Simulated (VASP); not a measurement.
Input of a VASP 6.6.1 run:

File INCAR:

```
SYSTEM = AlSi16
PREC = Accurate
ENCUT = 520
EDIFF = 1E-7
ISMEAR = 0
SIGMA = 0.05
LREAL = Auto
LASPH = .True.
NELM = 150
ALGO = Normal
ISIF = 2
LWAVE = .False.
LCHARG = .True.
ISPIN = 2
MAGMOM = 0 0 0 0 0 0 0 0 0 0 0 0 0 0 0 0 0
LORBIT = 11
GGA = PE
LELF = .True.
LVHAR = .True.
NBANDS = 52
```

KPOINTS

```
Automatic mesh
0
Gamma
  2 2 2
  0 0 0
```

The input POSCAR:

```
AlSi16
1.0
    0.0000000000      5.4300000000      5.4300000000
    5.4300000000      0.0000000000      5.4300000000
    5.4300000000      5.4300000000      0.0000000000
Si Al
16 1
Direct
   -0.0036003683     -0.0015329650      0.0003257827
    0.1173821363      0.1195092081      0.1324226519
    0.0037492634      0.0058918048      0.5055376611
    0.1274717311      0.1295577348      0.6292126151
   -0.0295088398      0.5067300184      0.0063767956
    0.1134318600      0.6242828729      0.1239386740
   -0.0035965009      0.5006712707      0.4981226519
    0.1173841621      0.6327764273      0.6191578269
    0.5045964088     -0.0274043278      0.0063575506
    0.6222166667      0.1154566298      0.1239279006
    0.4985832413     -0.0015419890      0.4981110497
    0.6306362799      0.1194961326      0.6191449355
    0.4876737569      0.4897002762     -0.0106450276
    0.6092987109      0.6113965009      0.1110506446
    0.5045966851      0.5067088398      0.4722489871
    0.6222202578      0.6242744015      0.6151116022
    0.3549813076      0.3570960405      0.8567490792
```

Potentials or basis: VASP PAW PBE potentials, release 64 (Si, Al).

Run with:

```sh
$ cat potpaw_PBE.64/Si/POTCAR potpaw_PBE.64/Al/POTCAR > POTCAR
$ mpirun -np 1 vasp_std > vasp.out
```

Task: Predict the net moment.

Result: 0.00 μB per cell.

Task: Predict the pressure.

Result: 5.3 GPa.

Task: Estimate the largest force.

Result: 0.383 eV/Å.

Stress tensor (GPa, compression positive):
```
 5.32 -0.09 -0.09
-0.09  5.32 -0.09
-0.09 -0.09  5.32
```

Caveat: the k points lie up to 0.50 Å⁻¹ apart; no moment was typed at the start, so none could form.
